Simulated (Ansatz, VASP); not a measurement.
**One calculation of Pt, two programs**

INCAR

```
PREC     = Accurate       # precision mode
ENCUT    = 600            # plane-wave cutoff, eV
EDIFF    = 1E-6           # SCF threshold, eV
ISMEAR   = -1             # smearing method
SIGMA    = 0.05           # smearing width, eV
LREAL    = F              # projectors in reciprocal space
LASPH    = T              # aspherical terms in the spheres
NELM     = 100            # most SCF steps
ALGO     = Normal         # electronic algorithm
ISIF     = 3              # what is computed and relaxed
LWAVE    = F              # write WAVECAR
LCHARG   = F              # write CHGCAR
GGA      = PE             # functional
IBRION   = 2              # ionic algorithm
NSW      = 100            # ionic steps
EDIFFG   = -0.003         # ionic threshold
```

File KPOINTS:

```
regular mesh
0
Gamma
  22 22 22
```

The input POSCAR:

```
Pt
1.0
    0.0000000000      1.9615500000      1.9615500000
    1.9615500000      0.0000000000      1.9615500000
    1.9615500000      1.9615500000      0.0000000000
Pt
1
Direct
    0.0000000000      0.0000000000      0.0000000000
```

Input for Ansatz:

```yaml
crystal:
  lattice:
    - [0.0, 1.96155, 1.96155]
    - [1.96155, 0.0, 1.96155]
    - [1.96155, 1.96155, 0.0]
  atoms:
    - { symbol: Pt, position: [0.0, 0.0, 0.0] }
kpoints:
  mp_grid: { grid: [22, 22, 22] }
scf:
  occupations: { method: fermi_dirac, width: 0.05 }
hamiltonian:
  xc: pbe
  pseudopotentials: { kind: paw }
output:
  forces: true
  stress: true
relax:
  f_tol: 0.003
  max_steps: 80
  cell: {}
```

Alike in both runs: task relaxation of cell and atoms; functional PBE; k mesh 22 × 22 × 22; occupations fermi-dirac, width 0.05 eV; no spin polarisation.

|  | VASP | Ansatz |
| --- | --- | --- |
| version | VASP 6.6.1 | Ansatz 0.2.0 |
| potentials or method | VASP PAW PBE potentials, release 64 (Pt) | PAW with Ansatz's default frozen-core files, scalar-relativistic |
| plane-wave cutoff (eV) | 600 | 420 |
| valence electrons in the cell | 10 | 18 |

|  | VASP | Ansatz | Ansatz less VASP |
| --- | --- | --- | --- |
| relaxed volume (Å³/atom) | 15.62 | 15.65 | +0.029 |
| relaxed cell length with the largest relative difference (Å) | 2.806 | 2.807 | +0.0017 |

VASP's potentials hold 10 valence electrons a cell and Ansatz's 18, so a difference there can come from the potentials and not from the codes.

Neither program's run includes spin-orbit coupling.
